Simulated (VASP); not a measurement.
Mg:

```
Mg
1.0
     3.25153    0.00000    0.00000
    -1.62577    2.81591    0.00000
     0.00000    0.00000    5.27886
Mg
2
Direct
  0.66667 0.33333 0.75000
  0.33333 0.66667 0.25000
```

Base run:

* Program: VASP 6.6.1
* Functional: SVWN5
* Potentials or basis: VASP PAW PBE potentials, release 64 (Mg)
* Cutoff: 520 eV
* k mesh: 10 × 10 × 5
* Occupations: fermi-dirac, width 0.05 eV
* Spin: no spin polarisation

Its results: band gap on the k mesh zero (band 2 reaches 2.90 eV, above the bottom of band 3 at 0.92 eV); pressure -3.4 GPa.

Q: The run is repeated on the same cell with these changes: functional from SVWN5 to revPBE. What comes out?

A: Band gap on the k mesh zero (band 2 reaches 3.12 eV, above the bottom of band 3 at 1.24 eV); pressure -0.9 GPa.

revPBE binds less tightly than SVWN5, so the same cell stands under more pressure.

Caveats: the PAW data sets were made with another functional, which shifts forces and pressure a little.
